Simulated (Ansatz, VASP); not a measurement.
# One calculation of GaH3, two programs

```
Ga H
1.0
     6.82015    0.00000    0.00000
    -3.41008    5.90643    0.00000
     0.00000    0.00000    3.50022
Ga H
3 9
Direct
  0.50000 0.00000 0.00000
  0.50000 0.50000 0.00000
  0.00000 0.50000 0.00000
  0.50000 0.00000 0.50000
  0.50000 0.75000 0.00000
  0.50000 0.25000 0.00000
  0.25000 0.75000 0.00000
  0.75000 0.25000 0.00000
  0.50000 0.50000 0.50000
  0.25000 0.50000 0.00000
  0.75000 0.50000 0.00000
  0.00000 0.50000 0.50000
```

Alike in both runs: task relaxation of cell and atoms; functional PBE; k mesh 3 × 3 × 6; occupations gaussian, width 0.1 eV; no spin polarisation.

|  | VASP | Ansatz |
| --- | --- | --- |
| version | VASP 6.6.1 | Ansatz 0.2.0 |
| potentials or method | VASP PAW PBE potentials, release 64 (Ga_d, H), cutoff 600 eV | scalar-relativistic, plane waves, PAW |
| valence electrons in the cell | 48 | 48 |

VASP gave:

```
gap on the k mesh at the Fermi level, each at its own relaxed structure (eV) : none
relaxed volume (Å³/atom)                                                     : 11.52
relaxed cell length with the largest relative difference (Å)                 : 3.499
```

Question: Which values does Ansatz return?

Answer: gap on the k mesh at the Fermi level, each at its own relaxed structure (eV): none; relaxed volume (Å³/atom): 11.52; relaxed cell length with the largest relative difference (Å): 3.498.

A gap of «none» marks a metal or a gap that the smearing closes.
